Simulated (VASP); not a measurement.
W:

```
CELL_PARAMETERS angstrom
-1.60075 1.60075 1.60075
1.60075 -1.60075 1.60075
1.60075 1.60075 -1.60075
ATOMIC_POSITIONS crystal
W 0.00000 0.00000 0.00000
```

```yaml
Program: VASP 6.6.1
Task: relaxation of cell and atoms
Functional: PBE
Dispersion: D3(BJ)
Potentials_or_basis: VASP PAW PBE potentials, release 64 (W_sv)
Cutoff: 600 eV
k_mesh: 8 × 8 × 8
Occupations: gaussian, width 0.1 eV
Spin: no spin polarisation
```

At the start: pressure -11.0 GPa; volume 16.41 Å³/atom.

Task: Where does the relaxation end?

Result: Over 4 steps the energy falls by 20.8 meV/atom and the volume is 15.82 Å³/atom (-3.6 %); space group Im-3m (No. 229, to 0.05 Å).

Step by step:
```tsv
step	energy change (eV)	largest force (eV/Å)	pressure (GPa)	volume (Å³)
1	0.0000	0.0000	-10.96	16.41
2	0.2820	0.0000	56.22	13.88
3	-0.0207	0.0000	-0.71	15.85
4	-0.0208	0.0000	-0.08	15.82
```

Final structure:
```
W
1.0
    -1.58156    1.58156    1.58156
     1.58156   -1.58156    1.58156
     1.58156    1.58156   -1.58156
W
1
Direct
  0.00000 0.00000 0.00000
```

Caveat: pairwise dispersion overbinds metals, which lowers pressure and volume.
